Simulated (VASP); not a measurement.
**CdTe (d3): relaxation of cell and atoms with PBEsol+D3(BJ)**

The system is CdTe (d3).

```
Cd Te
1.0
     0.00000    3.17873    3.17873
     3.17873    0.00000    3.17873
     3.17873    3.17873    0.00000
Cd Te
1 1
Direct
  0.00000 0.00000 0.00000
  0.25000 0.25000 0.25000
```

| Item | Value |
| --- | --- |
| Program | VASP 6.6.1 |
| Task | relaxation of cell and atoms |
| Functional | PBEsol |
| Dispersion | D3(BJ) |
| Potentials or basis | VASP PAW PBE potentials, release 64 (Cd, Te) |
| Cutoff | 500 eV |
| k mesh | 10 × 10 × 10 |
| Occupations | gaussian, width 0.02 eV |
| Spin | no spin polarisation |
| Target pressure | 0.48 GPa |
| Dipole correction | no |
| Further INCAR settings | ALGO = Normal; EDIFF = 1e-07; IBRION = 2; EDIFFG = -0.004; NSW = 70; ISIF = 3 |

```
Relaxed volume                                         : 32.70 Å³/atom
Relaxed cell                                           : a = 4.522 Å, b = 4.522 Å, c = 4.522 Å, α = 60.00°, β = 60.00°, γ = 60.00°
Space group after relaxing (to 0.05 Å)                 : F-43m (No. 216)
Energy change on relaxing (the enthalpy is what falls) : -3.4 meV/atom
Ionic steps                                            : 3
Pressure after relaxing                                : 0.5 GPa
Band gap on the k mesh                                 : 0.78 eV, direct
Dispersion energy per atom                             : -0.349 eV
```

The path:
| step | energy change (eV) | largest force (eV/Å) | pressure (GPa) | volume (Å³) |
| --- | --- | --- | --- | --- |
| 1 | 0.0000 | 0.0000 | 1.39 | 64.24 |
| 2 | -0.0077 | 0.0000 | 0.08 | 65.94 |
| 3 | -0.0067 | 0.0000 | 0.48 | 65.40 |

Final structure:
```
CELL_PARAMETERS angstrom
0.00000 3.19775 3.19775
3.19775 0.00000 3.19775
3.19775 3.19775 0.00000
ATOMIC_POSITIONS crystal
Cd 0.00000 0.00000 0.00000
Te 0.25000 0.25000 0.25000
```

Levels at points of the mesh, in eV from the valence-band top:
| k point | band 5 | band 6 | band 7 | band 8 | band 9 | band 10 | band 11 | band 12 | band 13 |
| --- | --- | --- | --- | --- | --- | --- | --- | --- | --- |
| (0.00, 0.00, 0.00) | -8.11 | -8.11 | 0.00 | 0.00 | 0.00 | 0.78 | 4.51 | 4.51 | 4.51 |
| (0.50, 0.00, 0.00) | -8.10 | -7.73 | -4.71 | -0.85 | -0.85 | 1.77 | 5.11 | 5.11 | 6.95 |
| (0.50, 0.50, 0.00) | -8.07 | -7.58 | -4.55 | -2.03 | -2.03 | 2.40 | 2.58 | 8.95 | 9.27 |

Wall time 2.6 min on 1 thread of Intel Xeon 8259CL, on a shared host, peak memory 0.25 GiB.

Caveat: the cell is relaxed towards a set pressure, so the enthalpy falls and the energy may rise; the PAW data sets were made with another functional, which shifts forces and pressure a little; spin-orbit coupling is left out, which moves the levels of the heavy elements. PBEsol gaps usually lie below the measured ones, often by a third to a half.
